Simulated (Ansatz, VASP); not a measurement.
This is a calculation of SnTe3 for Ansatz 0.2.0.

Contents of input.yaml:

```yaml
crystal:
  lattice:
    - [0.0, 3.9369484026, 3.9369484026]
    - [3.9369484026, 0.0, 3.9369484026]
    - [3.9369484026, 3.9369484026, 0.0]
  atoms:
    - { symbol: Te, position: [0.5, 0.5, 0.5] }
    - { symbol: Te, position: [0.75, 0.75, 0.75] }
    - { symbol: Te, position: [0.25, 0.25, 0.25] }
    - { symbol: Sn, position: [0.0, 0.0, 0.0] }
hamiltonian:
  xc: lda
  pseudopotentials: { kind: paw }
kpoints:
  mp_grid: { grid: [6, 6, 6] }
scf:
  occupations: { method: fermi_dirac, width: 0.05 }
output:
  forces: true
  stress: true
  eigenvalues: true
```

Potentials or basis: Ansatz PAW.

The run is started by

```bash
$ ansatz run input.yaml --threads 2 --pin off --max-ram 5632MiB --backend cpu --events-out ev --progress --plain --runs-dir out
```

Problem. Set up the same calculation for VASP 6.6.1. Potentials there: VASP PAW LDA potentials, release 64 (Te, Sn_d).

Solution. As run (the cutoff follows the program's own potentials):

Contents of INCAR:

```
ALGO     = Normal         # electronic algorithm
EDIFF    = 1E-6           # SCF threshold, eV
ENCUT    = 520            # plane-wave cutoff, eV
ISIF     = 2              # what is computed and relaxed
ISMEAR   = -1             # smearing method
LASPH    = True           # aspherical terms in the spheres
LCHARG   = True           # write CHGCAR
LELF     = True           # ELF
LREAL    = False          # projectors in reciprocal space
LVHAR    = True         
LWAVE    = False          # write WAVECAR
NBANDS   = 24             # bands
NELM     = 80             # most SCF steps
PREC     = Accurate       # precision mode
SIGMA    = 0.05           # smearing width, eV
```

KPOINTS

```
k-points
0
Gamma
  6 6 6
```

Contents of POSCAR:

```
SnTe3
1.0
    0.0000000000      3.9369484026      3.9369484026
    3.9369484026      0.0000000000      3.9369484026
    3.9369484026      3.9369484026      0.0000000000
Te Sn
3 1
Direct
    0.5000000000      0.5000000000      0.5000000000
    0.7500000000      0.7500000000      0.7500000000
    0.2500000000      0.2500000000      0.2500000000
    0.0000000000      0.0000000000      0.0000000000
```

Potentials or basis: VASP PAW LDA potentials, release 64 (Te, Sn_d).

The run is started by

```bash
$ cat potpaw_LDA.64/Te/POTCAR potpaw_LDA.64/Sn_d/POTCAR > POTCAR
$ mpirun -np 1 vasp_std > vasp.out
```

Both were run:

|  | VASP | Ansatz | Ansatz less VASP |
| --- | --- | --- | --- |
| gap on the k mesh at the Fermi level (eV) | none | none | - |
| pressure (GPa) | -6.0 | -6.0 | +0.01 |

LDA's correlation is that of Perdew and Zunger in VASP and of Perdew and Wang (1992) in Ansatz. A gap of «none» marks a metal or a gap that the smearing closes. VASP's potentials hold 32 valence electrons a cell and Ansatz's 62, so a difference there can come from the potentials and not from the codes.

Neither program's run includes spin-orbit coupling.
